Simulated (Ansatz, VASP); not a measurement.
# One calculation of Ga, two programs

The input INCAR:

```
SYSTEM = Ga
PREC = Accurate ; ENCUT = 600
EDIFF = 1E-7 ; ISMEAR = -1
SIGMA = 0.1 ; LREAL = .FALSE.
LASPH = .TRUE. ; NELM = 60
ALGO = Normal ; ISIF = 3
LWAVE = .FALSE. ; LCHARG = .FALSE.
GGA = RE ; IBRION = 2
NSW = 80 ; EDIFFG = -0.01
```

KPOINTS

```
Automatic mesh
0
G
  12 12 7
  0 0 0
```

File POSCAR:

```
Ga
1.0
    3.0261186087      0.0000000000      0.0000000000
   -1.5130593044      2.6206955900      0.0000000000
    0.0000000000      0.0000000000      4.9416516880
Ga
2
Direct
    0.3333333333      0.6666666667      0.2500000000
    0.6666666667      0.3333333333      0.7500000000
```

Input for Ansatz:

```yaml
crystal:
  lattice:
    - [3.0261186087, 0.0, 0.0]
    - [-1.5130593044, 2.62069559, 0.0]
    - [0.0, 0.0, 4.941651688]
  atoms:
    - { symbol: Ga, position: [0.3333333333, 0.6666666667, 0.25] }
    - { symbol: Ga, position: [0.6666666667, 0.3333333333, 0.75] }
hamiltonian:
  xc: revpbe
  pseudopotentials:
    kind: paw
    azcp:
      Ga: "pseudopotentials/Ga.paw.azcp"
basis:
  ecutwfc: 420
  fft_grid_basis: typed
kpoints:
  mp_grid: { grid: [12, 12, 7], shift: [0, 0, 0] }
magnetization:
  spin_polarized: false
scf:
  occupations: { method: fermi_dirac, width: 0.1 }
relax:
  max_steps: 60
  f_tol: 0.01
  cell: {}
```

Alike in both runs: task relaxation of cell and atoms; functional revPBE; k mesh 12 × 12 × 7; occupations fermi-dirac, width 0.1 eV; no spin polarisation.

|  | VASP | Ansatz |
| --- | --- | --- |
| version | VASP 6.6.1 | Ansatz 0.2.0 |
| potentials or method | VASP PAW PBE potentials, release 64 (Ga_d), cutoff 600 eV | plane waves (420 eV) with PAW, scalar-relativistic |
| valence electrons in the cell | 26 | 26 |

Ansatz gave:

```
relaxed volume (Å³/atom)                                     : 19.62
relaxed cell length with the largest relative difference (Å) : 3.062
```

Task: Estimate VASP's values.

Result: Relaxed volume (Å³/atom): 19.67; relaxed cell length with the largest relative difference (Å): 3.065.

VASP's potentials were made for PBE, not for revPBE.
